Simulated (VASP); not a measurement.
A run of VASP 6.6.1:

The input INCAR:

```
SYSTEM = Cu
PREC = Accurate
ENCUT = 520
EDIFF = 1E-7
ISMEAR = 1
SIGMA = 0.05
LREAL = .False.
LASPH = .True.
NELM = 100
ALGO = Fast
ISIF = 2
LWAVE = .False.
LCHARG = .False.
GGA = PE
NBANDS = 12
```

Contents of KPOINTS:

```
regular mesh
0
Gamma
  20 20 20
  0 0 0
```

POSCAR

```
Cu
1.0
   -1.4427933200      1.4427933200      1.3760814500
    1.4427933200     -1.4427933200      1.3760814500
    1.4427933200      1.4427933200     -1.3760814500
Cu
1
Direct
    0.0000000000      0.0000000000      0.0000000000
```

Potentials or basis: VASP PAW PBE potentials, release 64 (Cu).

Launch:

```console
$ cat potpaw_PBE.64/Cu/POTCAR > POTCAR
$ mpirun -np 1 vasp_std > vasp.out
```

Hardware: 1 thread of Intel(R) Xeon(R) 6975P-C (Granite Rapids), with other jobs on the host.

Problem. How long does it take, and how much memory?

Solution. It took 37 s on 1 thread of Intel(R) Xeon(R) 6975P-C (Granite Rapids), with other jobs on the host, peak memory 0.19 GiB. Counts: scf iterations 16, k points 641.
